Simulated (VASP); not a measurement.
# AlN (F-43m) in VASP: notebook

Aim: see how the results for AlN move with the level of theory and the settings. Levels: PBE, PBEsol. Tasks: single point.

Everything below comes from runs of VASP 6.6.1. Logs are shortened: lines on timing, memory, paths and dates and some standing lists are left out, and cuts for length are marked.

### Step 1. The cell of the first run

Symmetry: F-43m, No. 216, cubic system. Conventional cell: a = 4.368 Å, b = 4.368 Å, c = 4.368 Å, α = 90.00°, β = 90.00°, γ = 90.00°. Al (site symmetry -43m) has 4 N at 1.89 Å within 2.5 Å. N (site symmetry -43m) has 4 Al at 1.89 Å within 2.5 Å.

### Step 2. Single point, PBE

Input file INCAR:

```
SYSTEM = AlN
ALGO = Normal
EDIFF = 1E-6
ENCUT = 520
GGA = PE
ISIF = 2
ISMEAR = 0
LASPH = .TRUE.
LCHARG = .FALSE.
LREAL = .FALSE.
LWAVE = .FALSE.
NBANDS = 11
NELM = 80
PREC = Accurate
SIGMA = 0.02
```

Input file KPOINTS:

```
k-points
0
G
  10 10 10
  0 0 0
```

Input file POSCAR:

```
AlN
1.0
    0.0000000000      2.1839935600      2.1839935600
    2.1839935600      0.0000000000      2.1839935600
    2.1839935600      2.1839935600      0.0000000000
Al N
1 1
Direct
    0.0000000000      0.0000000000      0.0000000000
    0.7500000000      0.7500000000      0.7500000000
```

Potentials or basis: VASP PAW PBE potentials, release 64 (Al, N).

Command:

```console
$ cat potpaw_PBE.64/Al/POTCAR potpaw_PBE.64/N/POTCAR > POTCAR
$ mpirun -np 1 vasp_std > vasp.out
```

OUTCAR:

```text
SYSTEM = AlN
   EDIFF = 1E-6
   ENCUT = 520
   GGA = PE
   ISIF = 2
   ISMEAR = 0
   LASPH = .TRUE.
   LREAL = .FALSE.
   NELM = 80
   PREC = Accurate

 ion  position               nearest neighbor table
   1  0.000  0.000  0.000-   2 1.89   2 1.89   2 1.89   2 1.89
   2  0.750  0.750  0.750-   1 1.89   1 1.89   1 1.89   1 1.89

  LATTYP: Found a face centered cubic cell.
 ALAT       =     4.3679871200

  Lattice vectors:

 A1 = (   0.0000000000,   2.1839935600,   2.1839935600)
 A2 = (   2.1839935600,   0.0000000000,   2.1839935600)
 A3 = (   2.1839935600,   2.1839935600,   0.0000000000)

Analysis of symmetry for initial positions (statically):
=====================================================================
 Subroutine PRICEL returns:
 Original cell was already a primitive cell.

 Routine SETGRP: Setting up the symmetry group for a
 face centered cubic supercell.

 Subroutine GETGRP returns: Found 24 space group operations
 (whereof 24 operations were pure point group operations)
 out of a pool of 48 trial point group operations.

The static configuration has the point symmetry T_d .

Analysis of symmetry for dynamics (positions and initial velocities):
=====================================================================
 Subroutine PRICEL returns:
 Original cell was already a primitive cell.

 Routine SETGRP: Setting up the symmetry group for a
 face centered cubic supercell.

 Subroutine GETGRP returns: Found 24 space group operations
 (whereof 24 operations were pure point group operations)
 out of a pool of 48 trial point group operations.

The dynamic configuration has the point symmetry T_d .

 Subroutine INISYM returns: Found 24 space group operations
 (whereof 24 operations are pure point group operations),
 and found     1 'primitive' translations

----------------------------------------------------------------------------------------

                                     Primitive cell

  volume of cell :      20.8345

  direct lattice vectors                    reciprocal lattice vectors
     0.000000000  2.183993560  2.183993560    -0.228938404  0.228938404  0.228938404
     2.183993560  0.000000000  2.183993560     0.228938404 -0.228938404  0.228938404
     2.183993560  2.183993560  0.000000000     0.228938404  0.228938404 -0.228938404

  length of vectors
     3.088633313  3.088633313  3.088633313     0.396532948  0.396532948  0.396532948

  position of ions in fractional coordinates (direct lattice)
     0.000000000  0.000000000  0.000000000
     0.750000000  0.750000000  0.750000000

[... 85 lines left out ...]
   TEBEG  =    0.0;   TEEND  =   0.0 temperature during run
   PSTRESS=    0.0 pullay stress
   NELECT =       8.0000    total number of electrons
   NUPDOWN=      -1.0000    fix difference up-down
   EMIN   =  10.00;   EMAX   =-10.00  energy-range for DOS
   EFERMI =   0.00;   METHOD = LEGACY
   ISMEAR =     0;   SIGMA  =   0.02  broadening in eV -4-tet -1-fermi 0-gaus
   EFERMI_NEDOS =   21; number of points for ismear=-14 and -15
   IALGO  =     38    algorithm
   IMIX   =      4    mixing-type and parameters
     AMIX     =   0.40;   BMIX     =  1.00
     AMIX_MAG =   1.60;   BMIX_MAG =  1.00
  volume/ion in A,a.u.               =      10.42        70.30
  Fermi-wavevector in a.u.,A,eV,Ry     =   1.189899  2.248583 19.263943  1.415860
  Thomas-Fermi vector in A             =   2.325996
   LORBIT       =      0    0 simple, 1 ext, 2 COOP (PROOUT), +10 PAW based schemes
   GGA     = PE    functional components
   LHFCALC =     F    Hartree Fock is set to
   AEXX    =    0.0000 exact exchange contribution
   IVDW    =     0    specifies the selected vdW correction
   LEPSILON=     F    determine dielectric tensor
   LRPA    =     F    only Hartree local field effects (RPA)
 non-spin polarized calculation
 Gauss-broadening in eV      SIGMA  =   0.02
  energy-cutoff  :      520.00
  volume of cell :       20.83
 maximum number of plane-waves:       571
   NGX = 11   NGY = 11   NGZ = 11

 number of electron       8.0000000 magnetization

 Free energy of the ion-electron system (eV)
  ---------------------------------------------------
  ext. energy  EPLUGINS =         0.00000000
  ---------------------------------------------------
  free energy    TOTEN  =       -14.84044915 eV

  energy without entropy =      -14.84044915  energy(sigma->0) =      -14.84044915

 E-fermi :   6.1218     XC(G=0): -10.9337

 val. band max:        5.9700149813   @ k =   0.0000   0.0000   0.0000
 cond. band min:       9.2877532365   @ k =   0.5000   0.5000   0.0000
 fundamental gap:      3.3177382552
 Fermi energy:         6.1218370080

 k-point     1 :       0.0000    0.0000    0.0000
  band No.  band energies     occupation
      1      -9.0107      2.00000
      2       5.9700      2.00000
      3       5.9700      2.00000
      4       5.9700      2.00000
      5      10.1659      0.00000
      6      18.5304      0.00000
      7      18.5304      0.00000
      8      18.5304      0.00000
      9      23.6587      0.00000
     10      23.6587      0.00000
     11      25.0606      0.00000
[... 309 lines left out ...]
 k-point    24 :       0.4000    0.3000    0.0000
  band No.  band energies     occupation
      1      -7.0039      2.00000
      2       1.8217      2.00000
      3       4.2689      2.00000
      4       4.5674      2.00000
      5      10.8859      0.00000
      6      15.5056      0.00000
      7      18.2228      0.00000
      8      20.5588      0.00000
      9      21.0687      0.00000
     10      27.2834      0.00000
     11      29.5348      0.00000

 [... further k-points ...]

------------------------ aborting loop because EDIFF is reached ----------------------------------------

  FORCE on cell =-STRESS in cart. coord.  units (eV):
  Direction    XX          YY          ZZ          XY          YZ          ZX
  --------------------------------------------------------------------------------------
  -------------------------------------------------------------------------------------
  Total        0.5960863      0.5960863      0.5960863      0.0000000      0.0000000      0.0000000
  in kB       45.8390558     45.8390558     45.8390558      0.0000000      0.0000000      0.0000000
  external PRESSURE =      45.8390558 kB  Pullay stress =       0.0000000 kB

 VOLUME and BASIS-vectors are now :
 -----------------------------------------------------------------------------
  energy-cutoff  :      520.00
  volume of cell :       20.83
      direct lattice vectors                 reciprocal lattice vectors
     0.000000000  2.183993560  2.183993560    -0.228938404  0.228938404  0.228938404
     2.183993560  0.000000000  2.183993560     0.228938404 -0.228938404  0.228938404
     2.183993560  2.183993560  0.000000000     0.228938404  0.228938404 -0.228938404

 POSITION                                       TOTAL-FORCE (eV/Angst)
 -----------------------------------------------------------------------------------
      0.00000      0.00000      0.00000         0.000000      0.000000      0.000000
      3.27599      3.27599      3.27599        -0.000000     -0.000000     -0.000000
 -----------------------------------------------------------------------------------
    total drift:                               -0.000000     -0.000000     -0.000000

  FREE ENERGIE OF THE ION-ELECTRON SYSTEM (eV)
  ---------------------------------------------------
  free  energy   TOTEN  =       -14.8404491544 eV

  energy  without entropy=      -14.8404491544  energy(sigma->0) =      -14.84044915
```

Wall time 4.5 s (1 thread of Intel Xeon Platinum 8375C at 2.90GHz (Ice Lake), shared host); peak memory 0.13 GiB.

Results:

| Quantity | Value |
| --- | --- |
| Free energy | -14.8404 eV |
| Pressure | 4.6 GPa |
| Band gap on the k mesh | 3.32 eV, indirect (least direct gap 4.20 eV) |

Levels at points of the mesh, in eV from the valence-band top:
```
           k point  band 1  band 2  band 3  band 4  band 5  band 6  band 7  band 8
(0.00, 0.00, 0.00)  -14.98    0.00    0.00    0.00    4.20   12.56   12.56   12.56
(0.50, 0.00, 0.00)  -12.93   -5.85   -0.48   -0.48    7.38    9.86   11.15   11.15
(0.50, 0.50, 0.00)  -12.30   -4.90   -1.77   -1.77    3.32    8.62   13.96   15.73
```

### Step 3. Single point, PBEsol

Input file INCAR:

```
ALGO = Normal
EDIFF = 1E-6
ENCUT = 520
GGA = PS
ISIF = 2
ISMEAR = 0
LASPH = T
LCHARG = F
LREAL = F
LWAVE = F
NBANDS = 11
NELM = 80
PREC = Accurate
SIGMA = 0.05
```

Input file KPOINTS:

```
k-points
0
Gamma
  10 10 10
```

POSCAR is that of step 2.

Potentials or basis: VASP PAW PBE potentials, release 64 (Al, N).

Command:

```console
$ cat potpaw_PBE.64/Al/POTCAR potpaw_PBE.64/N/POTCAR > POTCAR
$ mpirun -np 1 vasp_std > vasp.out
```

OUTCAR:

```text
EDIFF = 1E-6
   ENCUT = 520
   GGA = PS
   ISIF = 2
   ISMEAR = 0
   LASPH = T
   LREAL = F
   NELM = 80
   PREC = Accurate

 ion  position               nearest neighbor table
   1  0.000  0.000  0.000-   2 1.89   2 1.89   2 1.89   2 1.89
   2  0.750  0.750  0.750-   1 1.89   1 1.89   1 1.89   1 1.89

  LATTYP: Found a face centered cubic cell.
 ALAT       =     4.3679871200

  Lattice vectors:

 A1 = (   0.0000000000,   2.1839935600,   2.1839935600)
[... 522 lines left out ...]
------------------------ aborting loop because EDIFF is reached ----------------------------------------

  FORCE on cell =-STRESS in cart. coord.  units (eV):
  Direction    XX          YY          ZZ          XY          YZ          ZX
  --------------------------------------------------------------------------------------
  -------------------------------------------------------------------------------------
  Total        0.1725352      0.1725352      0.1725352      0.0000000     -0.0000000      0.0000000
  in kB       13.2679609     13.2679609     13.2679609      0.0000000     -0.0000000      0.0000000
  external PRESSURE =      13.2679609 kB  Pullay stress =       0.0000000 kB

 VOLUME and BASIS-vectors are now :
 -----------------------------------------------------------------------------
  energy-cutoff  :      520.00
  volume of cell :       20.83
      direct lattice vectors                 reciprocal lattice vectors
     0.000000000  2.183993560  2.183993560    -0.228938404  0.228938404  0.228938404
     2.183993560  0.000000000  2.183993560     0.228938404 -0.228938404  0.228938404
     2.183993560  2.183993560  0.000000000     0.228938404  0.228938404 -0.228938404

 POSITION                                       TOTAL-FORCE (eV/Angst)
 -----------------------------------------------------------------------------------
      0.00000      0.00000      0.00000        -0.000000     -0.000000     -0.000000
      3.27599      3.27599      3.27599         0.000000      0.000000      0.000000
 -----------------------------------------------------------------------------------
    total drift:                               -0.000000     -0.000000     -0.000000

  FREE ENERGIE OF THE ION-ELECTRON SYSTEM (eV)
  ---------------------------------------------------
  free  energy   TOTEN  =       -15.6107243572 eV

  energy  without entropy=      -15.6107243572  energy(sigma->0) =      -15.61072436
```

OSZICAR:

```text
N       E                     dE             d eps       ncg     rms          rms(c)
DAV:   1     0.774544380747E+01    0.77454E+01   -0.38628E+03  1066   0.606E+02
DAV:   2    -0.170761854433E+02   -0.24822E+02   -0.23788E+02  1233   0.133E+02
DAV:   3    -0.178394451225E+02   -0.76326E+00   -0.76230E+00  1273   0.220E+01
DAV:   4    -0.178431511173E+02   -0.37060E-02   -0.37057E-02  1171   0.167E+00
DAV:   5    -0.178431935701E+02   -0.42453E-04   -0.42453E-04  1253   0.173E-01    0.829E+00
DAV:   6    -0.156522039807E+02    0.21910E+01   -0.10811E+01  1218   0.163E+01    0.285E+00
DAV:   7    -0.156290804002E+02    0.23124E-01   -0.15199E-01  1157   0.303E+00    0.202E+00
DAV:   8    -0.156119502067E+02    0.17130E-01   -0.27436E-02  1157   0.154E+00    0.557E-01
DAV:   9    -0.156107105750E+02    0.12396E-02   -0.35337E-03  1241   0.364E-01    0.230E-01
DAV:  10    -0.156107219513E+02   -0.11376E-04   -0.26535E-04  1142   0.109E-01    0.127E-02
DAV:  11    -0.156107244325E+02   -0.24812E-05   -0.22375E-06  1259   0.126E-02    0.148E-02
DAV:  12    -0.156107243572E+02    0.75354E-07   -0.22599E-07   664   0.393E-03
   1 F= -.15610724E+02 E0= -.15610724E+02  d E =-.386199E-16
```

stdout:

```text
POSCAR found type information on POSCAR AlN
 POSCAR found :  2 types and       2 ions
 scaLAPACK will be used
 -----------------------------------------------------------------------------
|                                                                             |
|                                                                             |
|     You enforced a specific xc type in the INCAR file but a different       |
|     I HOPE YOU KNOW WHAT YOU ARE DOING!                                     |
|                                                                             |
 -----------------------------------------------------------------------------

 LDA part: xc-table for (Slater+PW92), standard interpolation
 POSCAR, INCAR and KPOINTS ok, starting setup
 FFT: planning ... GRIDC
 FFT: planning ... GRID_SOFT
 FFT: planning ... GRID
 WAVECAR not read
 entering main loop
```

Run time: 4.6 s. Hardware: 1 thread of Intel Xeon Platinum 8375C at 2.90GHz (Ice Lake), shared host; peak memory 0.14 GiB.

Results:

```
Free energy            : -15.6107 eV
Pressure               : 1.3 GPa
Band gap on the k mesh : 3.19 eV, indirect (least direct gap 4.13 eV)
```

Caveat: the PAW data sets were made with another functional, which shifts forces and pressure a little.

### Step 4. Single point, PBE

Input file INCAR:

```
SYSTEM = AlN
PREC = Accurate
ENCUT = 520
EDIFF = 1E-6
ISMEAR = 0
SIGMA = 0.05
LREAL = .False.
LASPH = .True.
NELM = 60
ALGO = Normal
ISIF = 2
LWAVE = .False.
LCHARG = .False.
GGA = PE
NBANDS = 11
```

Input file KPOINTS:

```
regular mesh
0
Gamma
  10 10 10
  0 0 0
```

POSCAR is that of step 3.

Command:

```console
$ cat potpaw_PBE.64/Al/POTCAR potpaw_PBE.64/N/POTCAR > POTCAR
$ mpirun -np 1 vasp_std > vasp.out
```

Wall time 5.2 s (1 thread of Intel Xeon Platinum 8375C at 2.90GHz (Ice Lake), shared host); peak memory 0.13 GiB.

The run converged. Its results:

```
Free energy            : -14.8404 eV
Pressure               : 4.6 GPa
Band gap on the k mesh : 3.32 eV, indirect (least direct gap 4.20 eV)
```

Levels at points of the mesh, in eV from the valence-band top:
```
           k point  band 1  band 2  band 3  band 4  band 5  band 6  band 7  band 8
(0.00, 0.00, 0.00)  -14.98    0.00    0.00    0.00    4.20   12.56   12.56   12.56
(0.50, 0.00, 0.00)  -12.93   -5.85   -0.48   -0.48    7.38    9.86   11.15   11.15
(0.50, 0.50, 0.00)  -12.30   -4.90   -1.77   -1.77    3.32    8.62   13.96   15.73
```

A k mesh can miss the band edges. A hybrid or GW would open this gap; PBE tends to underestimate it.

### Step 5. Overview

```tsv
level	smearing	gap on the mesh (eV)	pressure (GPa)
PBE	gaussian 0.02 eV	3.32	4.6
PBEsol	gaussian 0.05 eV	3.19	1.3
PBE	gaussian 0.05 eV	3.32	4.6
```

Alike in all rows: task single point; potentials or basis VASP PAW PBE potentials, release 64 (Al, N); no spin polarisation; cell as given; k mesh 10 × 10 × 10; cutoff (eV) 520.

On the cell as given the gap runs from 3.19 eV (PBEsol) to 3.32 eV (PBE). The pressure there spans 1.3 GPa (PBEsol) to 4.6 GPa (PBE); a positive pressure means that this level wants a larger cell, a negative one a smaller.

Caveats: the PAW data sets were made with another functional, which shifts forces and pressure a little (some runs).

Absolute energies hang on the potentials; compare differences alone.
